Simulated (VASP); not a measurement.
# CoO (Pm-3m) in VASP: single point with PBE+U

Aim: the single point of CoO with PBE+U.

All numbers are computed with VASP 6.6.1; they aren't measurements. Logs are shortened: lines on timing, memory, paths and dates and some standing lists are left out, and cuts for length are marked.

## (1) The cell of the first run

It takes space group Pm-3m (No. 221, cubic). Conventional cell: a = 2.571 Å, b = 2.571 Å, c = 2.571 Å, α = 90.00°, β = 90.00°, γ = 90.00°. Co (site symmetry m-3m) has 8 O at 2.23 Å and 6 Co at 2.57 Å within 2.9 Å. Within 2.9 Å of O (site symmetry m-3m) lie 8 Co at 2.23 Å and 6 O at 2.57 Å.

## (2) Single point, PBE+U, collinear spin, ferromagnetic start

INCAR

```
PREC     = Accurate       # precision mode
ENCUT    = 700            # plane-wave cutoff, eV
EDIFF    = 1E-6           # SCF threshold, eV
ISMEAR   = 0              # smearing method
SIGMA    = 0.05           # smearing width, eV
LREAL    = F              # projectors in reciprocal space
LASPH    = T              # aspherical terms in the spheres
NELM     = 200            # most SCF steps
ALGO     = Normal         # electronic algorithm
ISIF     = 2              # what is computed and relaxed
LWAVE    = F              # write WAVECAR
LCHARG   = T              # write CHGCAR
ISPIN    = 2              # spin polarisation
MAGMOM   = 3 0            # initial moments
LORBIT   = 11             # projections on sites
LMAXMIX  = 4              # l up to which the mixer works
LDAU     = T              # DFT+U
LDAUTYPE = 1            
LDAUL    = 2 -1           # shell
LDAUU    = 4 0            # U, eV
LDAUJ    = 0.7 0        
LDAUPRINT= 1            
GGA      = PE             # functional
LELF     = T              # ELF
LVHAR    = T            
NBANDS   = 22             # bands
GGA_COMPAT= F
```

KPOINTS

```
Automatic mesh
0
Gamma
  7 7 7
```

POSCAR

```
CoO
1.0
    2.5705263100      0.0000000000      0.0000000000
    0.0000000000      2.5705263100      0.0000000000
    0.0000000000      0.0000000000      2.5705263100
Co O
1 1
Direct
    0.0000000000      0.0000000000      0.0000000000
    0.5000000000      0.5000000000      0.5000000000
```

Potentials or basis: VASP PAW PBE potentials, release 64 (Co_sv, O).

Started as:

```console
cat potpaw_PBE.64/Co_sv/POTCAR potpaw_PBE.64/O/POTCAR > POTCAR
mpirun -np 1 vasp_std > vasp.out
```

OUTCAR:

```text
PREC = Accurate
   ENCUT = 700
   EDIFF = 1E-6
   ISMEAR = 0
   LREAL = F
   LASPH = T
   NELM = 200
   ISIF = 2
   ISPIN = 2
   LORBIT = 11
   GGA = PE

 ion  position               nearest neighbor table
   1  0.000  0.000  0.000-   2 2.23   2 2.23   2 2.23   2 2.23   2 2.23   2 2.23   2 2.23   2 2.23

   2  0.500  0.500  0.500-   1 2.23   1 2.23   1 2.23   1 2.23   1 2.23   1 2.23   1 2.23   1 2.23

  LATTYP: Found a simple cubic cell.
 ALAT       =     2.5705263100

  Lattice vectors:

 A1 = (   2.5705263100,   0.0000000000,   0.0000000000)
 A2 = (   0.0000000000,   2.5705263100,   0.0000000000)
 A3 = (   0.0000000000,   0.0000000000,   2.5705263100)

Analysis of symmetry for initial positions (statically):
=====================================================================
 Subroutine PRICEL returns:
 Original cell was already a primitive cell.

 Routine SETGRP: Setting up the symmetry group for a
 simple cubic supercell.

 Subroutine GETGRP returns: Found 48 space group operations
 (whereof 48 operations were pure point group operations)
 out of a pool of 48 trial point group operations.

The static configuration has the point symmetry O_h .

Analysis of symmetry for dynamics (positions and initial velocities):
=====================================================================
 Subroutine PRICEL returns:
 Original cell was already a primitive cell.

 Routine SETGRP: Setting up the symmetry group for a
 simple cubic supercell.

 Subroutine GETGRP returns: Found 48 space group operations
 (whereof 48 operations were pure point group operations)
 out of a pool of 48 trial point group operations.

The dynamic configuration has the point symmetry O_h .

Analysis of structural, dynamic, and magnetic symmetry:
=====================================================================
 Subroutine PRICEL returns:
 Original cell was already a primitive cell.

 Routine SETGRP: Setting up the symmetry group for a
 simple cubic supercell.

[... 168 lines left out ...]
  o =  0.8988  v =  0.0000  0.0000  0.0000  0.0000  0.0000  0.0000  0.0000  0.1579  0.0000 -0.9874      0.0000  0.0000  0.0000  0.0000  0.0000  0.0000  0.0000  0.0000  0.0000  0.0000
  o =  0.9083  v =  0.0000 -0.0000  0.0941 -0.0000  0.9956  0.0000  0.0000  0.0000  0.0000  0.0000      0.0000  0.0000  0.0000  0.0000  0.0000  0.0000  0.0000  0.0000  0.0000  0.0000
  o =  0.9083  v =  0.0000 -0.0000  0.9956 -0.0000 -0.0941  0.0000  0.0000  0.0000  0.0000  0.0000      0.0000  0.0000  0.0000  0.0000  0.0000  0.0000  0.0000  0.0000  0.0000  0.0000
  o =  0.9489  v =  1.0000  0.0000  0.0000  0.0000  0.0000  0.0000  0.0000  0.0000  0.0000  0.0000      0.0000  0.0000  0.0000  0.0000  0.0000  0.0000  0.0000  0.0000  0.0000  0.0000
  o =  0.9489  v =  0.0000 -0.9971 -0.0000  0.0760  0.0000  0.0000  0.0000  0.0000  0.0000  0.0000      0.0000  0.0000  0.0000  0.0000  0.0000  0.0000  0.0000  0.0000  0.0000  0.0000
  o =  0.9489  v =  0.0000  0.0760  0.0000  0.9971  0.0000  0.0000  0.0000  0.0000  0.0000  0.0000      0.0000  0.0000  0.0000  0.0000  0.0000  0.0000  0.0000  0.0000  0.0000  0.0000

 number of electron      23.0000034 magnetization       2.9998629

 Free energy of the ion-electron system (eV)
  ---------------------------------------------------
  ext. energy  EPLUGINS =         0.00000000
  ---------------------------------------------------
  free energy    TOTEN  =       -11.14230113 eV

  energy without entropy =      -11.14230113  energy(sigma->0) =      -11.14230113

 E-fermi :  10.4210     XC(G=0): -13.5624

 val. band max:        9.9907520967   @ k =   0.4286   0.0000   0.0000
 cond. band min:      11.7187483975   @ k =   0.0000   0.0000   0.0000
 fundamental gap:      1.7279963007
 Fermi energy:        10.4210061387

 spin component 1

 k-point     1 :       0.0000    0.0000    0.0000
  band No.  band energies     occupation
      1     -86.7237      1.00000
      2     -49.9314      1.00000
      3     -49.9314      1.00000
      4     -49.9313      1.00000
      5      -9.8202      1.00000
      6       5.3730      1.00000
[... 489 lines left out ...]
     21      47.2364      0.00000
     22      52.0053      0.00000
 Fermi energy:        10.4210061387

 spin component 2

 k-point     1 :       0.0000    0.0000    0.0000
  band No.  band energies     occupation
      1     -83.4948      1.00000
      2     -46.7671      1.00000
      3     -46.7666      1.00000
      4     -46.7663      1.00000
      5      -9.3626      1.00000
      6       6.1646      1.00000
[... 489 lines left out ...]
     21      47.8778      0.00000
     22      52.2696      0.00000

------------------------ aborting loop because EDIFF is reached ----------------------------------------

  FORCE on cell =-STRESS in cart. coord.  units (eV):
  Direction    XX          YY          ZZ          XY          YZ          ZX
  --------------------------------------------------------------------------------------
  -------------------------------------------------------------------------------------
  Total        2.1333286      2.1333286      2.1333286     -0.0000000     -0.0000000     -0.0000000
  in kB      201.2343827    201.2343827    201.2343827     -0.0000000     -0.0000000     -0.0000000
  external PRESSURE =     201.2343827 kB  Pullay stress =       0.0000000 kB

 VOLUME and BASIS-vectors are now :
 -----------------------------------------------------------------------------
  energy-cutoff  :      700.00
  volume of cell :       16.99
      direct lattice vectors                 reciprocal lattice vectors
     2.570526310  0.000000000  0.000000000     0.389025390  0.000000000  0.000000000
     0.000000000  2.570526310  0.000000000     0.000000000  0.389025390  0.000000000
     0.000000000  0.000000000  2.570526310     0.000000000  0.000000000  0.389025390

 POSITION                                       TOTAL-FORCE (eV/Angst)
 -----------------------------------------------------------------------------------
      0.00000      0.00000      0.00000         0.000000      0.000000      0.000000
      1.28526      1.28526      1.28526         0.000000      0.000000      0.000000
 -----------------------------------------------------------------------------------
    total drift:                                0.000000      0.000000     -0.000000

  FREE ENERGIE OF THE ION-ELECTRON SYSTEM (eV)
  ---------------------------------------------------
  free  energy   TOTEN  =       -11.1423011282 eV

  energy  without entropy=      -11.1423011282  energy(sigma->0) =      -11.14230113

 total charge

# of ion       s       p       d       tot
------------------------------------------
    1        2.151   6.075   6.693  14.919
    2        1.563   3.452   0.000   5.015
--------------------------------------------------
tot          3.715   9.527   6.693  19.935

 magnetization (x)

# of ion       s       p       d       tot
------------------------------------------
    1        0.009   0.011   2.603   2.622
    2        0.024   0.251   0.000   0.275
--------------------------------------------------
tot          0.033   0.261   2.603   2.897
```

It took 15 s on 1 thread of Intel Xeon Platinum 8488C (Sapphire Rapids), shared host; peak memory 0.15 GiB.

What came out:

| Item | Value |
| --- | --- |
| Free energy | -11.1423 eV |
| Pressure | 20.1 GPa |
| Band gap on the k mesh | 1.73 eV (least direct gap 2.44 eV) |
| Net moment | 3.00 μB per cell |
| Site moments | Co +2.62; O +0.28 μB |
| Valence electrons inside the program's atomic spheres | Co 14.92; O 5.01 |

Eigenvalues of the final occupation matrices:
| site | spin | trace | eigenvalues |
| --- | --- | --- | --- |
| site 1 d | 1 | 4.66 | 0.91 0.91 0.95 0.95 0.95 |
| site 1 d | 2 | 2.06 | 0.09 0.09 0.09 0.90 0.90 |

Caveat: the cell stands under pressure; an odd mesh through Γ misses points on the zone boundary, where band edges can lie; a cell with one magnetic atom can't hold antiferromagnetic order, which such compounds often take.
